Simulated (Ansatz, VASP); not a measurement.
## One calculation of Pb, two programs

```xyz
1
Lattice="2.4707 2.4707 0.0000 -2.4707 2.4707 0.0000 0.0000 2.4707 2.4707" Properties=species:S:1:pos:R:3 pbc="T T T"
Pb    0.0000    0.0000    0.0000
```

Alike in both runs: functional PBEsol; k mesh 12 × 12 × 12; occupations fermi-dirac, width 0.1 eV; no spin polarisation.

Ansatz relaxed the structure, and its values are those at the end. VASP's run is a single point on that final structure, the one shown.

|  | VASP | Ansatz |
| --- | --- | --- |
| version | VASP 6.6.1 | Ansatz 0.2.0 |
| potentials or method | VASP PAW PBE potentials, release 64 (Pb_d) | PAW with Ansatz's default frozen-core files, scalar-relativistic |
| plane-wave cutoff (eV) | 500 | 420 |
| valence electrons in the cell | 14 | 14 |

```tsv
	VASP	Ansatz	Ansatz less VASP
pressure (GPa)	-0.1	0.0	+0.08
```

VASP's potentials were made for PBE, not for PBEsol. The functional is the same, so the differences come from potentials, cutoffs and numerics.

Spin-orbit coupling is off throughout.
